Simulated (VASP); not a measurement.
Input of a VASP 6.6.1 run:

The input INCAR:

```
SYSTEM = CdPd
  ALGO = Normal
  EDIFF = 1E-7
  ENCUT = 520
  GGA = CA
  ISIF = 2
  ISMEAR = 0
  LASPH = .True.
  LCHARG = .True.
  LELF = .True.
  LREAL = .False.
  LVHAR = .True.
  LWAVE = .False.
  NBANDS = 18
  NELM = 100
  PREC = Accurate
  SIGMA = 0.1
```

KPOINTS

```
k-points
0
Gamma
  14 14 12
  0 0 0
```

File POSCAR:

```
CdPd
1.0
    2.9631204038      0.0000000000      0.0000000000
    0.0000000000      2.9631204038      0.0000000000
    0.0000000000      0.0000000000      3.6238617754
Cd Pd
1 1
Direct
    0.0000000000      0.0000000000      0.0000000000
    0.5000000000      0.5000000000      0.5000000000
```

Potentials or basis: VASP PAW LDA potentials, release 64 (Cd, Pd).

Command:

```bash
$ cat potpaw_LDA.64/Cd/POTCAR potpaw_LDA.64/Pd/POTCAR > POTCAR
$ mpirun -np 1 vasp_std > vasp.out
```

(1) What does it give for the band gap on the k mesh?

(2) Predict the pressure.

## Answers

(1) zero (band 11 reaches 10.91 eV, above the bottom of band 12 at 5.09 eV).

(2) 1.6 GPa.
